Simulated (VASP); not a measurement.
Wanted: the native input for a VASP 6.6.1 run.

| Item | Value |
| --- | --- |
| Task | single point |
| Functional | PBE |
| Dispersion | D3(BJ) |
| Potentials or basis | VASP PAW PBE potentials, release 64 (Sn_d, Se) |
| Cutoff | 520 eV |
| k mesh | 6 × 6 × 4 |
| Occupations | gaussian, width 0.1 eV |
| Spin | no spin polarisation |
| Dipole correction | no |
| Further INCAR settings | ALGO = Normal; EDIFF = 1e-06; NBANDS = 20 |

The structure of SnSe2 lies in POSCAR:

```
SnSe2
1.0
    4.2083869640      0.0000000000      0.0000000000
   -2.1041934820      3.6445700198      0.0000000000
    0.0000000000      0.0000000000      5.7612490829
Sn Se
1 2
Direct
    0.0000000000      0.0000000000      0.5000000000
    0.3333333333      0.6666666667      0.2130465206
    0.3333333333      0.6666666667      0.7869534794
```

The input as run:

INCAR

```
PREC = Accurate
ENCUT = 520
EDIFF = 1E-6
ISMEAR = 0
SIGMA = 0.1
LREAL = False
LASPH = True
NELM = 60
ALGO = Normal
ISIF = 2
LWAVE = False
LCHARG = False
GGA = PE
IVDW = 12
NBANDS = 20
```

KPOINTS

```
Automatic mesh
0
Gamma
  6 6 4
```

Potentials or basis: VASP PAW PBE potentials, release 64 (Sn_d, Se).

Launch:

```sh
$ cat potpaw_PBE.64/Sn_d/POTCAR potpaw_PBE.64/Se/POTCAR > POTCAR
$ mpirun -np 1 vasp_std > vasp.out
```

It gave:

* Pressure: 0.1 GPa
* Largest force: 0.024 eV/Å
* Band gap on the k mesh: 0.42 eV (least direct gap 0.72 eV)
* Dispersion energy per atom: -0.308 eV

Caveat: semilocal functionals underestimate gaps, and a narrow one can read as zero; spin-orbit coupling is left out, which moves the levels of the heavy elements.

It took 53 s on 1 thread of Intel Xeon 8259CL (shared host), peak memory 0.2 GiB.
